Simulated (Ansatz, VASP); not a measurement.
## Ir: VASP beside Ansatz

Contents of INCAR:

```
SYSTEM = Ir
  PREC = Accurate
  ENCUT = 520
  EDIFF = 1E-7
  ISMEAR = 0
  SIGMA = 0.15
  LREAL = .FALSE.
  LASPH = .TRUE.
  NELM = 100
  ALGO = Normal
  ISIF = 2
  LWAVE = .FALSE.
  LCHARG = .FALSE.
  GGA = PE
  NBANDS = 10
```

File KPOINTS:

```
regular mesh
0
G
  22 22 22
  0 0 0
```

The input POSCAR:

```
Ir
1.0
    0.0000000000      1.8478270263      2.1564141397
    1.8478270263      0.0000000000      2.1564141397
    1.8478270263      1.8478270263      0.0000000000
Ir
1
Direct
    0.0000000000      0.0000000000      0.0000000000
```

Input for Ansatz:

```yaml
crystal:
  lattice:
    - [0.0, 1.8478270263, 2.1564141397]
    - [1.8478270263, 0.0, 2.1564141397]
    - [1.8478270263, 1.8478270263, 0.0]
  atoms:
    - { symbol: Ir, position: [0.0, 0.0, 0.0] }
basis:
  ecutwfc: 420
kpoints:
  mp_grid: { grid: [22, 22, 22] }
hamiltonian:
  xc: pbe
  pseudopotentials: { kind: paw, azcp: { folder: soft_1 } }
scf:
  occupations: { method: gaussian, width: 0.15 }
output:
  forces: true
  stress: true
  eigenvalues: true
```

Alike in both runs: task single point; functional PBE; k mesh 22 × 22 × 22; occupations gaussian, width 0.15 eV; no spin polarisation.

|  | VASP | Ansatz |
| --- | --- | --- |
| version | VASP 6.6.1 | Ansatz 0.2.0 |
| potentials or method | VASP PAW PBE potentials, release 64 (Ir), cutoff 520 eV | scalar-relativistic, plane waves, PAW |
| valence electrons in the cell | 9 | 17 |

```tsv
	VASP	Ansatz	Ansatz less VASP
gap on the k mesh at the Fermi level (eV)	none	none	-
pressure (GPa)	1.1	0.6	-0.55
traceless stress, the component that is largest in VASP (GPa)	-32.74	-32.94	-0.198
```

A gap of «none» marks a metal or a gap that the smearing closes. VASP's potentials hold 9 valence electrons a cell and Ansatz's 17, so a difference there can come from the potentials and not from the codes.

Spin-orbit coupling is off throughout.
